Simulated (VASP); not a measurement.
# Zr (Im-3m) in VASP: single point with PBE

Aim: the single point of Zr with PBE.

Everything below comes from runs of VASP 6.6.1. Logs are shortened: lines on timing, memory, paths and dates and some standing lists are left out, and cuts for length are marked.

## (1) The cell of the first run

The structure is cubic, space group Im-3m (No. 229). The conventional cell has a = 3.575 Å, b = 3.575 Å, c = 3.575 Å, α = 90.00°, β = 90.00°, γ = 90.00°. Within 4.1 Å of Zr (site symmetry m-3m) lie 14 Zr at 3.10 to 3.57 Å.

This isn't the form of Zr at room conditions, which is hcp.

## (2) Single point, PBE

The input, INCAR:

```
SYSTEM = Zr
ALGO = Normal
EDIFF = 1E-6
ENCUT = 520
GGA = PE
ISIF = 2
ISMEAR = 0
LASPH = .True.
LCHARG = .False.
LREAL = .False.
LWAVE = .False.
NBANDS = 12
NELM = 100
PREC = Accurate
SIGMA = 0.15
```

The input, KPOINTS:

```
k-points
0
Gamma
  18 18 18
  0 0 0
```

The input, POSCAR:

```
Zr
1.0
   -1.7872809759      1.7872809759      1.7872809759
    1.7872809759     -1.7872809759      1.7872809759
    1.7872809759      1.7872809759     -1.7872809759
Zr
1
Direct
    0.0000000000      0.0000000000      0.0000000000
```

Potentials or basis: VASP PAW PBE potentials, release 64 (Zr_sv).

On the command line:

```bash
$ cat potpaw_PBE.64/Zr_sv/POTCAR > POTCAR
$ mpirun -np 1 vasp_std > vasp.out
```

OUTCAR:

```text
SYSTEM = Zr
   EDIFF = 1E-6
   ENCUT = 520
   GGA = PE
   ISIF = 2
   ISMEAR = 0
   LASPH = .True.
   LREAL = .False.
   NELM = 100
   PREC = Accurate

 ion  position               nearest neighbor table
   1  0.000  0.000  0.000-

  LATTYP: Found a body centered cubic cell.
 ALAT       =     3.5745619518

  Lattice vectors:

 A1 = (  -1.7872809759,   1.7872809759,   1.7872809759)
 A2 = (   1.7872809759,  -1.7872809759,   1.7872809759)
 A3 = (   1.7872809759,   1.7872809759,  -1.7872809759)

Analysis of symmetry for initial positions (statically):
=====================================================================
 Subroutine PRICEL returns:
 Original cell was already a primitive cell.

 Routine SETGRP: Setting up the symmetry group for a
 body centered cubic supercell.

 Subroutine GETGRP returns: Found 48 space group operations
 (whereof 48 operations were pure point group operations)
 out of a pool of 48 trial point group operations.

The static configuration has the point symmetry O_h .

Analysis of symmetry for dynamics (positions and initial velocities):
=====================================================================
 Subroutine PRICEL returns:
 Original cell was already a primitive cell.

 Routine SETGRP: Setting up the symmetry group for a
 body centered cubic supercell.

 Subroutine GETGRP returns: Found 48 space group operations
 (whereof 48 operations were pure point group operations)
 out of a pool of 48 trial point group operations.

The dynamic configuration has the point symmetry O_h .

 Subroutine INISYM returns: Found 48 space group operations
 (whereof 48 operations are pure point group operations),
 and found     1 'primitive' translations

----------------------------------------------------------------------------------------

                                     Primitive cell

  volume of cell :      22.8370

  direct lattice vectors                    reciprocal lattice vectors
    -1.787280976  1.787280976  1.787280976     0.000000000  0.279754558  0.279754558
     1.787280976 -1.787280976  1.787280976     0.279754558  0.000000000  0.279754558
     1.787280976  1.787280976 -1.787280976     0.279754558  0.279754558  0.000000000

  length of vectors
     3.095661458  3.095661458  3.095661458     0.395632691  0.395632691  0.395632691

  position of ions in fractional coordinates (direct lattice)
     0.000000000  0.000000000  0.000000000

  ion indices of the primitive-cell ions
   primitive index   ion index
                 1           1

----------------------------------------------------------------------------------------

 KPOINTS: k-points

Automatic generation of k-mesh.
 Grid dimensions read from file:
 generate k-points for:   18   18   18

 Generating k-lattice:

  Cartesian coordinates                     Fractional coordinates (reciprocal lattice)
     0.000000000  0.015541920  0.015541920     0.055555556  0.000000000  0.000000000
     0.015541920  0.000000000  0.015541920     0.000000000  0.055555556  0.000000000
     0.015541920  0.015541920  0.000000000     0.000000000  0.000000000  0.055555556

  Length of vectors
     0.021979594  0.021979594  0.021979594

  Shift w.r.t. Gamma in fractional coordinates (k-lattice)
     0.000000000  0.000000000  0.000000000

 Subroutine IBZKPT returns following result:
 ===========================================

 Found    195 irreducible k-points:

 Following reciprocal coordinates:
            Coordinates               Weight
  0.000000  0.000000  0.000000      1.000000
  0.055556  0.000000  0.000000     12.000000
  0.111111  0.000000  0.000000     12.000000
  0.166667  0.000000  0.000000     12.000000
  0.222222  0.000000  0.000000     12.000000
  0.277778  0.000000  0.000000     12.000000
[... 16 lines left out ...]
  0.333333  0.111111  0.000000     48.000000
  0.388889  0.111111  0.000000     48.000000
 [... further k-points ...]
   k-points           NKPTS =    195   k-points in BZ     NKDIM =    195   number of bands    NBANDS=     12
   number of dos      NEDOS =    301   number of ions     NIONS =      1
   total plane-waves  NPLWV =  13824
   dimension x,y,z NGX =    24 NGY =   24 NGZ =   24
   dimension x,y,z NGXF=    48 NGYF=   48 NGZF=   48
   ions per type =               1
   NGX,Y,Z   is equivalent  to a cutoff of  12.89, 12.89, 12.89 a.u.
   NGXF,Y,Z  is equivalent  to a cutoff of  25.78, 25.78, 25.78 a.u.
 SYSTEM =  Zr
   PREC   = accura    normal or accurate (medium, high low for compatibility)
   ISTART =      0    job   : 0-new  1-cont  2-samecut
   ICHARG =      2    charge: 1-file 2-atom 10-const
   ISPIN  =      1    spin polarized calculation?
   LNONCOLLINEAR =      F non collinear calculations
   LSORBIT =      F    spin-orbit coupling
   LASPH  =      T    aspherical Exc in radial PAW
   ENCUT  =  520.0 eV  38.22 Ry    6.18 a.u.   5.76  5.76  5.76*2*pi/ulx,y,z
   NELM   =    100;   NELMIN=  2; NELMDL= -5     # of ELM steps
   EDIFF  = 0.1E-05   stopping-criterion for ELM
   LREAL  =      F    real-space projection
   EDIFFG = 0.1E-04   stopping-criterion for IOM
   NSW    =      0    number of steps for IOM
   IBRION =     -1    ionic relax: 0-MD 1-quasi-New 2-CG
   NFREE  =      0    steps in history (QN), initial steepest desc. (CG)
   ISIF   =      2    stress and relaxation
   ISYM   =      2    0-nonsym 1-usesym 2-fastsym
   POTIM  = 0.5000    time-step for ionic-motion
   TEBEG  =    0.0;   TEEND  =   0.0 temperature during run
   PSTRESS=    0.0 pullay stress
   NELECT =      12.0000    total number of electrons
   NUPDOWN=      -1.0000    fix difference up-down
   EMIN   =  10.00;   EMAX   =-10.00  energy-range for DOS
   EFERMI =   0.00;   METHOD = LEGACY
   ISMEAR =     0;   SIGMA  =   0.15  broadening in eV -4-tet -1-fermi 0-gaus
   EFERMI_NEDOS =   21; number of points for ismear=-14 and -15
   IALGO  =     38    algorithm
   IMIX   =      4    mixing-type and parameters
     AMIX     =   0.40;   BMIX     =  1.00
     AMIX_MAG =   1.60;   BMIX_MAG =  1.00
  volume/ion in A,a.u.               =      22.84       154.11
  Fermi-wavevector in a.u.,A,eV,Ry     =   1.321060  2.496441 23.744867  1.745199
  Thomas-Fermi vector in A             =   2.450841
   LORBIT       =      0    0 simple, 1 ext, 2 COOP (PROOUT), +10 PAW based schemes
   GGA     = PE    functional components
   LHFCALC =     F    Hartree Fock is set to
   AEXX    =    0.0000 exact exchange contribution
   IVDW    =     0    specifies the selected vdW correction
   LEPSILON=     F    determine dielectric tensor
   LRPA    =     F    only Hartree local field effects (RPA)
 non-spin polarized calculation
 Gauss-broadening in eV      SIGMA  =   0.15
  energy-cutoff  :      520.00
  volume of cell :       22.84
 maximum number of plane-waves:       632
   NGX = 11   NGY = 11   NGZ = 11

 number of electron      12.0000000 magnetization

 Free energy of the ion-electron system (eV)
  ---------------------------------------------------
  ext. energy  EPLUGINS =         0.00000000
  ---------------------------------------------------
  free energy    TOTEN  =        -8.44582391 eV

  energy without entropy =       -8.42532967  energy(sigma->0) =       -8.43557679

 E-fermi :   8.9210     XC(G=0): -11.1640

 val. band max:        8.9023467070   @ k =   0.1667   0.1111   0.0556
 cond. band min:       8.9288307204   @ k =   0.2222   0.2222   0.0000
 fundamental gap:      0.0264840134
 Fermi energy:         8.9209613920

 k-point     1 :       0.0000    0.0000    0.0000
  band No.  band energies     occupation
      1     -39.5281      2.00000
      2     -17.0137      2.00000
      3     -17.0137      2.00000
      4     -17.0137      2.00000
      5       3.5263      2.00000
      6      10.0594      0.00000
      7      10.0594      0.00000
      8      10.0594      0.00000
      9      12.5813      0.00000
     10      12.5813      0.00000
     11      21.3775      0.00000
     12      21.3775      0.00000

 k-point     2 :       0.0556    0.0000    0.0000
  band No.  band energies     occupation
      1     -39.5232      2.00000
      2     -17.0470      2.00000
      3     -17.0238      2.00000
      4     -17.0140      2.00000
      5       3.6342      2.00000
      6       9.9863      0.00000
      7      10.0366      0.00000
      8      10.1636      0.00000
      9      12.4639      0.00000
     10      12.5799      0.00000
     11      21.4743      0.00000
     12      21.5722      0.00000

 k-point     3 :       0.1111    0.0000    0.0000
  band No.  band energies     occupation
      1     -39.5092      2.00000
      2     -17.1419      2.00000
      3     -17.0528      2.00000
      4     -17.0147      2.00000
      5       3.9464      2.00000
      6       9.7853      0.00000
      7       9.9422      0.00000
      8      10.4727      0.00000
      9      12.2190      0.00000
     10      12.5823      0.00000
     11      21.7138      0.00000
     12      22.1367      0.00000
[... 286 lines left out ...]
 k-point    23 :       0.3333    0.1111    0.0000
  band No.  band energies     occupation
      1     -39.3779      2.00000
      2     -17.9040      2.00000
      3     -17.3324      2.00000
      4     -17.0651      2.00000
      5       6.3907      2.00000
      6       8.4224      2.00000
      7       9.4655      0.00000
      8      12.3473      0.00000
      9      13.2583      0.00000
     10      14.7574      0.00000
     11      19.8258      0.00000
     12      20.5628      0.00000

 k-point    24 :       0.3889    0.1111    0.0000
  band No.  band energies     occupation
      1     -39.3643      2.00000
      2     -17.9748      2.00000
      3     -17.3664      2.00000
      4     -17.0665      2.00000
      5       6.4049      2.00000
      6       8.3166      2.00000
      7       9.8870      0.00000
      8      12.4409      0.00000
      9      13.3900      0.00000
     10      15.4965      0.00000
     11      19.2554      0.00000
     12      19.8733      0.00000

 [... further k-points ...]
[... 5 lines left out ...]
  --------------------------------------------------------------------------------------
  -------------------------------------------------------------------------------------
  Total       -0.0013471     -0.0013471     -0.0013471      0.0000000      0.0000000      0.0000000
  in kB       -0.0945066     -0.0945066     -0.0945066      0.0000000      0.0000000      0.0000000
  external PRESSURE =      -0.0945066 kB  Pullay stress =       0.0000000 kB

 VOLUME and BASIS-vectors are now :
 -----------------------------------------------------------------------------
  energy-cutoff  :      520.00
  volume of cell :       22.84
      direct lattice vectors                 reciprocal lattice vectors
    -1.787280976  1.787280976  1.787280976     0.000000000  0.279754558  0.279754558
     1.787280976 -1.787280976  1.787280976     0.279754558  0.000000000  0.279754558
     1.787280976  1.787280976 -1.787280976     0.279754558  0.279754558  0.000000000

 POSITION                                       TOTAL-FORCE (eV/Angst)
 -----------------------------------------------------------------------------------
      0.00000      0.00000      0.00000         0.000000      0.000000      0.000000
 -----------------------------------------------------------------------------------
    total drift:                                0.000000      0.000000      0.000000

  FREE ENERGIE OF THE ION-ELECTRON SYSTEM (eV)
  ---------------------------------------------------
  free  energy   TOTEN  =        -8.4458239141 eV

  energy  without entropy=       -8.4253296664  energy(sigma->0) =       -8.43557679
```

Wall time 30 s (1 thread of Intel Xeon 6455B, shared host); peak memory 0.18 GiB.

Results:

| Property | Result |
| --- | --- |
| Free energy | -8.4458 eV |
| Pressure | 0.0 GPa |
| Band gap on the k mesh | zero (bands 6 and 7 overlap by 1.82 eV) |
